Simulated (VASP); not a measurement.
# Mo3P4 (Pm-3m) in VASP: further runs

Mo3P4 is run at these levels: PBE; tasks: single point, relaxation of cell and atoms.

All numbers are computed with VASP 6.6.1; they aren't measurements. Logs are shortened: lines on timing, memory, paths and dates and some standing lists are left out, and cuts for length are marked.

### 1 The cell of the first run

The structure is cubic, space group Pm-3m (No. 221). Conventional cell: a = 4.824 Å, b = 4.824 Å, c = 4.824 Å, α = 90.00°, β = 90.00°, γ = 90.00°. Within 3.2 Å of Mo (site symmetry 4/mmm) lie 4 P at 2.41 Å. P (site symmetry 4/mmm) has 4 Mo at 2.41 Å and 2 P at 2.41 Å within 3.2 Å. P (site symmetry m-3m) has 6 P at 2.41 Å within 3.2 Å.

### 2 Single point, PBE

The input, INCAR:

```
SYSTEM = Mo3P4
PREC = Accurate ; ENCUT = 520
EDIFF = 1E-6 ; ISMEAR = 0
SIGMA = 0.1 ; LREAL = .False.
LASPH = .True. ; NELM = 80
ALGO = Normal ; ISIF = 2
LWAVE = .False. ; LCHARG = .True.
GGA = PE ; LELF = .True.
LVHAR = .True. ; NBANDS = 40
```

The input, KPOINTS:

```
regular mesh
0
Gamma
  8 8 8
  0 0 0
```

The input, POSCAR:

```
Mo3P4
1.0
    4.8241550863      0.0000000000      0.0000000000
    0.0000000000      4.8241550863      0.0000000000
    0.0000000000      0.0000000000      4.8241550863
Mo P
3 4
Direct
    0.0000000000      0.5000000000      0.5000000000
    0.5000000000      0.0000000000      0.5000000000
    0.5000000000      0.5000000000      0.0000000000
    0.5000000000      0.0000000000      0.0000000000
    0.0000000000      0.5000000000      0.0000000000
    0.0000000000      0.0000000000      0.5000000000
    0.0000000000      0.0000000000      0.0000000000
```

Potentials or basis: VASP PAW PBE potentials, release 64 (Mo_sv, P).

Started as:

```
cat potpaw_PBE.64/Mo_sv/POTCAR potpaw_PBE.64/P/POTCAR > POTCAR
mpirun -np 1 vasp_std > vasp.out
```

OUTCAR:

```text
SYSTEM = Mo3P4
   PREC = Accurate
   ENCUT = 520
   EDIFF = 1E-6
   ISMEAR = 0
   LREAL = .False.
   LASPH = .True.
   NELM = 80
   ISIF = 2
   GGA = PE

 ion  position               nearest neighbor table
   1  0.000  0.500  0.500-   5 2.41   6 2.41   5 2.41   6 2.41   3 3.41   2 3.41   2 3.41   3 3.41
                             2 3.41   3 3.41   3 3.41   2 3.41
   2  0.500  0.000  0.500-   4 2.41   6 2.41   4 2.41   6 2.41   3 3.41   1 3.41   1 3.41   3 3.41
                             3 3.41   1 3.41   3 3.41   1 3.41
   3  0.500  0.500  0.000-   4 2.41   5 2.41   4 2.41   5 2.41   1 3.41   2 3.41   2 3.41   1 3.41
                             2 3.41   1 3.41   2 3.41   1 3.41
   4  0.500  0.000  0.000-   2 2.41   3 2.41   7 2.41   2 2.41   3 2.41   7 2.41
   5  0.000  0.500  0.000-   1 2.41   3 2.41   7 2.41   1 2.41   7 2.41   3 2.41
   6  0.000  0.000  0.500-   1 2.41   2 2.41   7 2.41   7 2.41   1 2.41   2 2.41
   7  0.000  0.000  0.000-   4 2.41   5 2.41   6 2.41   6 2.41   5 2.41   4 2.41

  LATTYP: Found a simple cubic cell.
 ALAT       =     4.8241550863

  Lattice vectors:

 A1 = (   4.8241550863,   0.0000000000,   0.0000000000)
 A2 = (   0.0000000000,   4.8241550863,   0.0000000000)
 A3 = (   0.0000000000,   0.0000000000,   4.8241550863)

Analysis of symmetry for initial positions (statically):
=====================================================================
 Subroutine PRICEL returns:
 Original cell was already a primitive cell.

 Routine SETGRP: Setting up the symmetry group for a
 simple cubic supercell.

 Subroutine GETGRP returns: Found 48 space group operations
 (whereof 48 operations were pure point group operations)
 out of a pool of 48 trial point group operations.

The static configuration has the point symmetry O_h .

Analysis of symmetry for dynamics (positions and initial velocities):
=====================================================================
 Subroutine PRICEL returns:
 Original cell was already a primitive cell.

 Routine SETGRP: Setting up the symmetry group for a
 simple cubic supercell.

 Subroutine GETGRP returns: Found 48 space group operations
 (whereof 48 operations were pure point group operations)
 out of a pool of 48 trial point group operations.

The dynamic configuration has the point symmetry O_h .

 Subroutine INISYM returns: Found 48 space group operations
 (whereof 48 operations are pure point group operations),
 and found     1 'primitive' translations

----------------------------------------------------------------------------------------

                                     Primitive cell

  volume of cell :     112.2700

  direct lattice vectors                    reciprocal lattice vectors
     4.824155086  0.000000000  0.000000000     0.207290185  0.000000000  0.000000000
     0.000000000  4.824155086  0.000000000     0.000000000  0.207290185  0.000000000
     0.000000000  0.000000000  4.824155086     0.000000000  0.000000000  0.207290185

  length of vectors
     4.824155086  4.824155086  4.824155086     0.207290185  0.207290185  0.207290185

  position of ions in fractional coordinates (direct lattice)
     0.000000000  0.500000000  0.500000000
     0.500000000  0.000000000  0.500000000
     0.500000000  0.500000000  0.000000000
     0.500000000  0.000000000  0.000000000
     0.000000000  0.500000000  0.000000000
     0.000000000  0.000000000  0.500000000
     0.000000000  0.000000000  0.000000000

  ion indices of the primitive-cell ions
   primitive index   ion index
                 1           1
                 2           2
                 3           3
                 4           4
                 5           5
                 6           6
                 7           7

----------------------------------------------------------------------------------------

 KPOINTS: regular mesh

Automatic generation of k-mesh.
 Grid dimensions read from file:
 generate k-points for:    8    8    8

 Generating k-lattice:

  Cartesian coordinates                     Fractional coordinates (reciprocal lattice)
     0.025911273  0.000000000  0.000000000     0.125000000  0.000000000  0.000000000
     0.000000000  0.025911273  0.000000000     0.000000000  0.125000000  0.000000000
     0.000000000  0.000000000  0.025911273     0.000000000  0.000000000  0.125000000

  Length of vectors
     0.025911273  0.025911273  0.025911273

  Shift w.r.t. Gamma in fractional coordinates (k-lattice)
     0.000000000  0.000000000  0.000000000

 Subroutine IBZKPT returns following result:
 ===========================================

 Found     35 irreducible k-points:

 Following reciprocal coordinates:
            Coordinates               Weight
  0.000000  0.000000  0.000000      1.000000
  0.125000  0.000000  0.000000      6.000000
  0.250000  0.000000  0.000000      6.000000
  0.375000  0.000000  0.000000      6.000000
  0.500000  0.000000  0.000000      3.000000
  0.125000  0.125000  0.000000     12.000000
[... 16 lines left out ...]
  0.375000  0.375000  0.125000     24.000000
  0.500000  0.375000  0.125000     24.000000
 [... further k-points ...]
   k-points           NKPTS =     35   k-points in BZ     NKDIM =     35   number of bands    NBANDS=     40
   number of dos      NEDOS =    301   number of ions     NIONS =      7
   total plane-waves  NPLWV =  46656
   dimension x,y,z NGX =    36 NGY =   36 NGZ =   36
   dimension x,y,z NGXF=    72 NGYF=   72 NGZF=   72
   ions per type =               3   4
   NGX,Y,Z   is equivalent  to a cutoff of  12.41, 12.41, 12.41 a.u.
   NGXF,Y,Z  is equivalent  to a cutoff of  24.81, 24.81, 24.81 a.u.
 SYSTEM =  Mo3P4
   PREC   = accura    normal or accurate (medium, high low for compatibility)
   ISTART =      0    job   : 0-new  1-cont  2-samecut
   ICHARG =      2    charge: 1-file 2-atom 10-const
   ISPIN  =      1    spin polarized calculation?
   LNONCOLLINEAR =      F non collinear calculations
   LSORBIT =      F    spin-orbit coupling
   LASPH  =      T    aspherical Exc in radial PAW
   ENCUT  =  520.0 eV  38.22 Ry    6.18 a.u.   8.97  8.97  8.97*2*pi/ulx,y,z
   NELM   =     80;   NELMIN=  2; NELMDL= -5     # of ELM steps
   EDIFF  = 0.1E-05   stopping-criterion for ELM
   LREAL  =      F    real-space projection
   EDIFFG = 0.1E-04   stopping-criterion for IOM
   NSW    =      0    number of steps for IOM
   IBRION =     -1    ionic relax: 0-MD 1-quasi-New 2-CG
   NFREE  =      0    steps in history (QN), initial steepest desc. (CG)
   ISIF   =      2    stress and relaxation
   ISYM   =      2    0-nonsym 1-usesym 2-fastsym
   POTIM  = 0.5000    time-step for ionic-motion
   TEBEG  =    0.0;   TEEND  =   0.0 temperature during run
   PSTRESS=    0.0 pullay stress
   NELECT =      62.0000    total number of electrons
   NUPDOWN=      -1.0000    fix difference up-down
   EMIN   =  10.00;   EMAX   =-10.00  energy-range for DOS
   EFERMI =   0.00;   METHOD = LEGACY
   ISMEAR =     0;   SIGMA  =   0.10  broadening in eV -4-tet -1-fermi 0-gaus
   EFERMI_NEDOS =   21; number of points for ismear=-14 and -15
   IALGO  =     38    algorithm
   IMIX   =      4    mixing-type and parameters
     AMIX     =   0.40;   BMIX     =  1.00
     AMIX_MAG =   1.60;   BMIX_MAG =  1.00
  volume/ion in A,a.u.               =      16.04       108.23
  Fermi-wavevector in a.u.,A,eV,Ry     =   1.343128  2.538144 24.544820  1.803993
  Thomas-Fermi vector in A             =   2.471227
   LORBIT       =      0    0 simple, 1 ext, 2 COOP (PROOUT), +10 PAW based schemes
   GGA     = PE    functional components
   LHFCALC =     F    Hartree Fock is set to
   AEXX    =    0.0000 exact exchange contribution
   IVDW    =     0    specifies the selected vdW correction
   LEPSILON=     F    determine dielectric tensor
   LRPA    =     F    only Hartree local field effects (RPA)
 non-spin polarized calculation
 Gauss-broadening in eV      SIGMA  =   0.10
  energy-cutoff  :      520.00
  volume of cell :      112.27
 maximum number of plane-waves:      3050
 NGX is ok and might be reduce to    36
   NGX = 17   NGY = 17   NGZ = 17

 number of electron      61.9999999 magnetization

 Free energy of the ion-electron system (eV)
  ---------------------------------------------------
  ext. energy  EPLUGINS =         0.00000000
  ---------------------------------------------------
  free energy    TOTEN  =       -51.79643113 eV

  energy without entropy =      -51.75523253  energy(sigma->0) =      -51.77583183

 E-fermi :   9.6446     XC(G=0): -11.8293

 val. band max:        9.6339048746   @ k =   0.3750   0.3750   0.2500
 cond. band min:       9.6847785889   @ k =   0.2500   0.1250   0.1250
 fundamental gap:      0.0508737142
 Fermi energy:         9.6445848276

 k-point     1 :       0.0000    0.0000    0.0000
  band No.  band energies     occupation
      1     -51.3192      2.00000
      2     -51.2982      2.00000
      3     -51.2982      2.00000
      4     -25.5558      2.00000
      5     -25.5558      2.00000
      6     -25.5558      2.00000
[... 32 lines left out ...]
     39      12.0350      0.00000
     40      12.0350      0.00000

 k-point     2 :       0.1250    0.0000    0.0000
  band No.  band energies     occupation
      1     -51.3184      2.00000
      2     -51.2989      2.00000
      3     -51.2982      2.00000
      4     -25.5548      2.00000
      5     -25.5540      2.00000
      6     -25.5540      2.00000
[... 32 lines left out ...]
     39      12.0923      0.00000
     40      12.2573      0.00000

 k-point     3 :       0.2500    0.0000    0.0000
  band No.  band energies     occupation
      1     -51.3165      2.00000
      2     -51.3008      2.00000
      3     -51.2981      2.00000
      4     -25.5524      2.00000
      5     -25.5491      2.00000
      6     -25.5491      2.00000
[... 32 lines left out ...]
     39      11.9920      0.00000
     40      12.7033      0.00000

 k-point     4 :       0.3750    0.0000    0.0000
  band No.  band energies     occupation
      1     -51.3138      2.00000
      2     -51.3035      2.00000
      3     -51.2981      2.00000
      4     -25.5499      2.00000
      5     -25.5426      2.00000
      6     -25.5426      2.00000
[... 32 lines left out ...]
     39      11.7478      0.00000
     40      13.0062      0.00000
[... 772 lines left out ...]
     39      12.8328      0.00000
     40      13.3407      0.00000

 k-point    23 :       0.3750    0.3750    0.1250
  band No.  band energies     occupation
      1     -51.3091      2.00000
      2     -51.3040      2.00000
      3     -51.3020      2.00000
      4     -25.6026      2.00000
      5     -25.5633      2.00000
      6     -25.5612      2.00000
[... 32 lines left out ...]
     39      12.9733      0.00000
     40      13.3662      0.00000

 k-point    24 :       0.5000    0.3750    0.1250
  band No.  band energies     occupation
      1     -51.3075      2.00000
      2     -51.3050      2.00000
      3     -51.3025      2.00000
      4     -25.6080      2.00000
      5     -25.5641      2.00000
      6     -25.5623      2.00000
[... 32 lines left out ...]
     39      13.0948      0.00000
     40      13.3748      0.00000

 [... further k-points ...]

------------------------ aborting loop because EDIFF is reached ----------------------------------------

  FORCE on cell =-STRESS in cart. coord.  units (eV):
  Direction    XX          YY          ZZ          XY          YZ          ZX
  --------------------------------------------------------------------------------------
  -------------------------------------------------------------------------------------
  Total       -0.0161580     -0.0161580     -0.0161580      0.0000000     -0.0000000      0.0000000
  in kB       -0.2305862     -0.2305862     -0.2305862      0.0000000     -0.0000000      0.0000000
  external PRESSURE =      -0.2305862 kB  Pullay stress =       0.0000000 kB

 VOLUME and BASIS-vectors are now :
 -----------------------------------------------------------------------------
  energy-cutoff  :      520.00
  volume of cell :      112.27
      direct lattice vectors                 reciprocal lattice vectors
     4.824155086  0.000000000  0.000000000     0.207290185  0.000000000  0.000000000
     0.000000000  4.824155086  0.000000000     0.000000000  0.207290185  0.000000000
     0.000000000  0.000000000  4.824155086     0.000000000  0.000000000  0.207290185

 POSITION                                       TOTAL-FORCE (eV/Angst)
 -----------------------------------------------------------------------------------
      0.00000      2.41208      2.41208         0.000000      0.000000      0.000000
      2.41208      0.00000      2.41208         0.000000      0.000000      0.000000
      2.41208      2.41208      0.00000         0.000000      0.000000      0.000000
      2.41208      0.00000      0.00000         0.000000      0.000000      0.000000
      0.00000      2.41208      0.00000         0.000000      0.000000      0.000000
      0.00000      0.00000      2.41208         0.000000      0.000000      0.000000
      0.00000      0.00000      0.00000         0.000000      0.000000      0.000000
 -----------------------------------------------------------------------------------
    total drift:                                0.000000      0.000000      0.000000

  FREE ENERGIE OF THE ION-ELECTRON SYSTEM (eV)
  ---------------------------------------------------
  free  energy   TOTEN  =       -51.7964311296 eV

  energy  without entropy=      -51.7552325347  energy(sigma->0) =      -51.77583183
```

Run time: 98 s. Hardware: 1 thread of Intel Xeon Platinum 8375C at 2.90GHz (Ice Lake), shared host; peak memory 0.27 GiB.

Results:

* Free energy: -51.7964 eV
* Pressure: 0.0 GPa
* Band gap on the k mesh: zero (band 31 reaches 10.05 eV, above the bottom of band 32 at 8.69 eV)

Levels at points of the mesh, in eV from the Fermi level:
| k point | band 29 | band 30 | band 31 | band 32 | band 33 | band 34 |
| --- | --- | --- | --- | --- | --- | --- |
| (0.00, 0.00, 0.00) | -1.21 | -0.96 | -0.96 | -0.96 | -0.40 | -0.36 |
| (0.50, 0.00, 0.00) | -0.49 | -0.43 | -0.25 | -0.06 | 0.10 | 0.10 |
| (0.50, 0.50, 0.00) | -0.69 | -0.54 | -0.54 | -0.25 | 0.15 | 0.66 |
| (0.50, 0.50, 0.50) | -0.24 | -0.24 | -0.24 | -0.17 | 1.08 | 1.08 |

(Part 1 of 2 ends here.)
